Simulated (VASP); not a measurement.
The system is Cu.

```
CELL_PARAMETERS angstrom
0.00000 1.84295 1.84295
1.84295 0.00000 1.84295
1.84295 1.84295 0.00000
ATOMIC_POSITIONS crystal
Cu 0.00000 0.00000 0.00000
```

Base run:

```yaml
Program: VASP 6.6.1
Functional: SVWN5
Potentials_or_basis: VASP PAW PBE potentials, release 64 (Cu)
Cutoff: 600 eV
k_mesh: 13 × 13 × 13
Occupations: fermi-dirac, width 0.05 eV
Spin: no spin polarisation
```

Its results: band gap on the k mesh zero (an odd number of electrons rules out a gap without spin polarisation); pressure -18.2 GPa.

Problem. The run is repeated on the same cell with these changes: functional from SVWN5 to BLYP; dispersion from none to D3(BJ). What comes out?

Solution. Band gap on the k mesh zero (an odd number of electrons rules out a gap without spin polarisation); pressure -14.6 GPa.

Several settings changed at once.

Caveats: the cell stands under tension; the PAW data sets were made with another functional, which shifts forces and pressure a little; the dispersion term is far too large for a dense solid, which distorts pressure and volume (at least some runs).
